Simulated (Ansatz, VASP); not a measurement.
Two plane-wave programs on ScIrS3

```
Sc Ir S
1.0
     4.63950    0.00000    0.00000
     0.00000    4.63950    0.00000
     0.00000    0.00000    4.63950
Sc Ir S
1 1 3
Cartesian
  2.3197 2.3197 2.3197
  0.0000 0.0000 0.0000
  2.3197 0.0000 0.0000
  0.0000 2.3197 0.0000
  0.0000 0.0000 2.3197
```

Alike in both runs: functional PBE; k mesh 8 × 8 × 8; occupations gaussian, width 0.1 eV; collinear spin.

Ansatz relaxed the structure, and its values are those at the end. VASP's run is a single point on that final structure, the one shown.

```csv
,VASP,Ansatz
version,VASP 6.6.1,Ansatz 0.2.0
potentials or method,"VASP PAW PBE potentials, release 64 (Sc_sv, Ir, S), cutoff 520 eV","scalar-relativistic, plane waves, PAW"
valence electrons in the cell,38,46
```

Ansatz gave:

* gap on the k mesh at the Fermi level (eV): none
* pressure (GPa): 0.0
* net moment per atom (μB): 0.00

Problem. Estimate VASP's values.

Solution. gap on the k mesh at the Fermi level (eV): none; pressure (GPa): 0.3; net moment per atom (μB): 0.00.

A gap of «none» marks a metal or a gap that the smearing closes. With one functional, cell and mesh, what is left measures potentials, basis and numerics. VASP's potentials hold 38 valence electrons a cell and Ansatz's 46, so a difference there can come from the potentials and not from the codes. Ansatz's warnings: seeded moment not kept.

Spin-orbit coupling is off throughout.
